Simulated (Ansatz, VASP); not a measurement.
Se in VASP and in Ansatz

POSCAR

```
Se
1.0
    4.5048207049      0.0000000000      0.0000000000
   -2.2524103524      3.9012891699      0.0000000000
    0.0000000000      0.0000000000      4.9787963167
Se
3
Direct
    0.2113561906      0.0065367894      0.3433333333
    0.0065367894      0.2113561906      0.6566666667
    0.7821070200      0.7821070200      0.0000000000
```

The input INCAR.step1:

```
SYSTEM = Se
PREC = Accurate
ENCUT = 520
ISMEAR = -1
SIGMA = 0.03
LREAL = .FALSE.
LASPH = .TRUE.
NELM = 80
NBANDS = 16
GGA = PE
ALGO = Normal
EDIFF = 1E-4
LWAVE = .TRUE.
LCHARG = .FALSE.
```

INCAR.step2

```
SYSTEM = Se
PREC = Accurate
ENCUT = 520
EDIFF = 1E-8
ISMEAR = -1
SIGMA = 0.03
LREAL = .FALSE.
LASPH = .TRUE.
NELM = 80
ALGO = Normal
ISIF = 2
LWAVE = .FALSE.
LCHARG = .FALSE.
METAGGA = R2SCAN
LMIXTAU = .TRUE.
LEFG = .TRUE.
NBANDS = 16
ISTART = 1
```

File KPOINTS:

```
regular mesh
0
G
  6 6 5
  0 0 0
```

Input for Ansatz:

```yaml
crystal:
  lattice:
    - [4.5048207049, 0.0, 0.0]
    - [-2.2524103524, 3.9012891699, 0.0]
    - [0.0, 0.0, 4.9787963167]
  atoms:
    - { symbol: Se, position: [0.2113561906, 0.0065367894, 0.3433333333] }
    - { symbol: Se, position: [0.0065367894, 0.2113561906, 0.6566666667] }
    - { symbol: Se, position: [0.78210702, 0.78210702, 0.0] }
kpoints:
  mp_grid: { grid: [6, 6, 5] }
scf:
  occupations: { method: fermi_dirac, width: 0.03 }
hamiltonian:
  xc: r2scan
  pseudopotentials: { kind: paw }
output:
  forces: true
  stress: true
  eigenvalues: true
  efg: { contact_densities: true }
  populations: true
```

Change from the starting cell: shortest bond scaled by 0.94, PAW files.

Alike in both runs: task electric field gradients; functional r2SCAN; k mesh 6 × 6 × 5; occupations fermi-dirac, width 0.03 eV; no spin polarisation.

|  | VASP | Ansatz |
| --- | --- | --- |
| version | VASP 6.6.1 | Ansatz 0.2.0 |
| potentials or method | VASP PAW PBE potentials, release 64 (Se) | PAW with Ansatz's default frozen-core files, scalar-relativistic |
| plane-wave cutoff (eV) | 520 | 500 |
| valence electrons in the cell | 18 | 48 |

|  | VASP | Ansatz | Ansatz less VASP |
| --- | --- | --- | --- |
| gap on the k mesh at the Fermi level (eV) | 1.53 | 1.53 | +0.007 |
| pressure (GPa) | 2.2 | 2.2 | 0.00 |
| traceless stress, the component that is largest in VASP (GPa) | -2.82 | -2.82 | +0.001 |
| rms of the force components (eV/Å) | 0.728 | 0.726 | -0.0021 |
| size of Vzz on the site where it differs most (V/Å²) | 575.3 | 595.0 | +19.66 |

VASP's potentials were made for PBE, not for r2SCAN. Atom by atom the forces differ by 0.004 eV/Å (rms over components). The functional is the same, so the differences come from potentials, cutoffs and numerics. VASP's potentials hold 18 valence electrons a cell and Ansatz's 48, so a difference there can come from the potentials and not from the codes.
